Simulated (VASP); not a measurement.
Crystal: Hf.

```
Hf
1.0
    -1.80500    1.80500    1.80500
     1.80500   -1.80500    1.80500
     1.80500    1.80500   -1.80500
Hf
1
Direct
  0.00000 0.00000 0.00000
```

| Quantity | Value |
| --- | --- |
| Program | VASP 6.6.1 |
| Task | relaxation of cell and atoms |
| Functional | BLYP |
| Dispersion | D3(BJ) |
| Potentials or basis | VASP PAW PBE potentials, release 64 (Hf_pv) |
| Cutoff | 600 eV |
| k mesh | 10 × 10 × 10 |
| Occupations | fermi-dirac, width 0.05 eV |
| Spin | no spin polarisation |

At the start: pressure -10.2 GPa; volume 23.52 Å³/atom.

Q: How do energy, volume and symmetry change on relaxing?

A: Over 5 steps the energy falls by 87.7 meV/atom and the volume is 21.00 Å³/atom (-10.7 %); space group Im-3m (No. 229, to 0.05 Å).

Step by step:
| step | energy change (eV) | largest force (eV/Å) | pressure (GPa) | volume (Å³) |
| --- | --- | --- | --- | --- |
| 1 | 0.0000 | 0.0000 | -10.22 | 23.52 |
| 2 | -0.0001 | 0.0000 | 13.87 | 18.78 |
| 3 | -0.0877 | 0.0000 | -0.13 | 21.01 |
| 4 | -0.0877 | 0.0000 | 0.10 | 20.96 |
| 5 | -0.0877 | 0.0000 | -0.06 | 21.00 |

Final structure:
```
Hf
1.0
    -1.73804    1.73804    1.73804
     1.73804   -1.73804    1.73804
     1.73804    1.73804   -1.73804
Hf
1
Cartesian
  0.0000 0.0000 0.0000
```

Caveat: the PAW data sets were made with another functional, which shifts forces and pressure a little; the volume moved by -11 % from the deposited cell, more than functionals usually miss; pairwise dispersion overbinds metals, which lowers pressure and volume.
